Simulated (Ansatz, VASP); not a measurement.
## One calculation of La2O3, two programs

Contents of INCAR:

```
ALGO = Normal
EDIFF = 1E-7
ENCUT = 520
GGA = CA
ISIF = 2
ISMEAR = -1
LASPH = True
LCHARG = False
LREAL = False
LWAVE = False
NBANDS = 28
NELM = 60
PREC = Accurate
SIGMA = 0.05
```

KPOINTS

```
k-points
0
Gamma
  5 5 8
```

The input POSCAR:

```
La2O3
1.0
    6.4124611805      0.0000000000      0.0000000000
   -3.2062305902      5.5533542831      0.0000000000
    0.0000000000      0.0000000000      3.3116822246
La O
2 3
Direct
    0.6666666667      0.3333333333      0.4981030000
    0.3333333333      0.6666666667      0.5018970000
    0.5046070000      0.0000000000      0.0000000000
    0.0000000000      0.5046070000      0.0000000000
    0.4953930000      0.4953930000      0.0000000000
```

input.yaml

```yaml
crystal:
  lattice:
    - [6.4124611805, 0.0, 0.0]
    - [-3.2062305902, 5.5533542831, 0.0]
    - [0.0, 0.0, 3.3116822246]
  atoms:
    - { symbol: La, position: [0.6666666667, 0.3333333333, 0.498103] }
    - { symbol: La, position: [0.3333333333, 0.6666666667, 0.501897] }
    - { symbol: O, position: [0.504607, 0.0, 0.0] }
    - { symbol: O, position: [0.0, 0.504607, 0.0] }
    - { symbol: O, position: [0.495393, 0.495393, 0.0] }
kpoints:
  mp_grid: { grid: [5, 5, 8] }
scf:
  occupations: { method: fermi_dirac, width: 0.05 }
hamiltonian:
  xc: lda
  pseudopotentials: { kind: all_electron, lapw: { basis_error: 0.002 } }
output:
  forces: true
  stress: true
  eigenvalues: true
```

Change from the starting cell: volume scaled by 1.02.

Alike in both runs: task single point; functional LDA; k mesh 5 × 5 × 8; occupations fermi-dirac, width 0.05 eV; no spin polarisation.

|  | VASP | Ansatz |
| --- | --- | --- |
| version | VASP 6.6.1 | Ansatz 0.2.0 |
| potentials or method | VASP PAW LDA potentials, release 64 (La, O), cutoff 520 eV | all-electron LAPW, scalar-relativistic |

```csv
,VASP,Ansatz,Ansatz less VASP
gap on the k mesh at the Fermi level (eV),1.58,1.59,+0.003
least direct gap on the mesh (eV),1.97,1.98,+0.004
pressure (GPa),-6.8,-6.8,+0.06
"traceless stress, the component that is largest in VASP (GPa)",-2.22,-2.23,-0.015
rms of the force components (eV/Å),0.025,0.025,-0.0001
```

LDA's correlation is that of Perdew and Zunger in VASP and of Perdew and Wang (1992) in Ansatz. Atom by atom the forces differ by 0.000 eV/Å (rms over components). Ansatz ran all-electron here, and VASP with PAW potentials.

Spin-orbit coupling is off throughout.
